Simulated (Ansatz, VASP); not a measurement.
**One calculation of Cu, two programs**

```
CELL_PARAMETERS angstrom
1.27986 0.73893 6.32110
-1.27986 0.73893 6.32110
0.00000 -1.47785 6.32110
ATOMIC_POSITIONS crystal
Cu 0.00000 0.00000 0.00000
Cu 0.22235 0.22235 0.22235
Cu 0.77765 0.77765 0.77765
```

Alike in both runs: functional PBE; k mesh 21 × 21 × 21; occupations gaussian, width 0.1 eV; no spin polarisation.

Ansatz relaxed the structure, and its values are those at the end. VASP's run is a single point on that final structure, the one shown.

|  | VASP | Ansatz |
| --- | --- | --- |
| version | VASP 6.6.1 | Ansatz 0.2.0 |
| potentials or method | VASP PAW PBE potentials, release 64 (Cu), cutoff 520 eV | scalar-relativistic, plane waves, PAW |
| valence electrons in the cell | 33 | 57 |

Ansatz gave:

- gap on the k mesh at the Fermi level (eV): none
- pressure (GPa): 0.0

**Question.** Estimate VASP's values.

**Answer.** gap on the k mesh at the Fermi level (eV): none; pressure (GPa): 0.6.

A gap of «none» marks a metal or a gap that the smearing closes. The functional is the same, so the differences come from potentials, cutoffs and numerics. VASP's potentials hold 33 valence electrons a cell and Ansatz's 57, so a difference there can come from the potentials and not from the codes.
